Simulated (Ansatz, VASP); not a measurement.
## One calculation of Co, two programs

Contents of INCAR:

```
SYSTEM = Co
PREC = Accurate ; ENCUT = 520
EDIFF = 1E-6 ; ISMEAR = -1
SIGMA = 0.05 ; LREAL = .FALSE.
LASPH = .TRUE. ; NELM = 150
ALGO = Normal ; ISIF = 2
LWAVE = .FALSE. ; LCHARG = .TRUE.
ISPIN = 2 ; MAGMOM = 1.7
LORBIT = 11 ; LMAXMIX = 4
GGA = PE ; LELF = .TRUE.
LVHAR = .TRUE. ; NBANDS = 14
```

The input KPOINTS:

```
Automatic mesh
0
G
  17 17 17
  0 0 0
```

Contents of POSCAR:

```
Co
1.0
    2.3401639241      0.0000000000      0.0000000000
    0.0000000000      2.3401639241      0.0000000000
    0.0000000000      0.0000000000      2.3401639241
Co
1
Direct
    0.0000000000      0.0000000000      0.0000000000
```

Input for Ansatz:

```yaml
crystal:
  lattice:
    - [2.3401639241, 0.0, 0.0]
    - [0.0, 2.3401639241, 0.0]
    - [0.0, 0.0, 2.3401639241]
  atoms:
    - { symbol: Co, position: [0.0, 0.0, 0.0], spin: 1.7 }
magnetization:
  spin_polarized: true
kpoints:
  mp_grid: { grid: [17, 17, 17] }
  band_path:
    path:
      - [0.0, 0.0, 0.0]
      - [0.0, 0.5, 0.0]
      - [0.5, 0.5, 0.0]
      - [0.0, 0.0, 0.0]
      - [0.5, 0.5, 0.5]
      - [0.0, 0.5, 0.0]
      - [0.5, 0.5, 0.5]
      - [0.5, 0.5, 0.0]
    npoints: 14
scf:
  occupations: { method: fermi_dirac, width: 0.05 }
hamiltonian:
  xc: pbe
  pseudopotentials: { kind: all_electron, lapw: { basis_error: 0.001 } }
output:
  forces: true
  stress: true
  eigenvalues: true
  populations: true
  dos: { projected: true, de: 0.2, e_range: [-14, 8] }
```

Alike in both runs: task single point; functional PBE; k mesh 17 × 17 × 17; occupations fermi-dirac, width 0.05 eV; collinear spin.

|  | VASP | Ansatz |
| --- | --- | --- |
| version | VASP 6.6.1 | Ansatz 0.2.0 |
| potentials or method | VASP PAW PBE potentials, release 64 (Co), cutoff 520 eV | all-electron LAPW, scalar-relativistic |

VASP gave:

* pressure (GPa): -0.6
* net moment per atom (μB): 1.87
* size of the moment on the site where the two differ most (μB): 1.88

Which values does Ansatz return?

Pressure (GPa): 0.0; net moment per atom (μB): 1.89; size of the moment on the site where the two differ most (μB): 1.92.

Site moments also hang on the region over which each program counts them. Ansatz ran all-electron here, and VASP with PAW potentials.
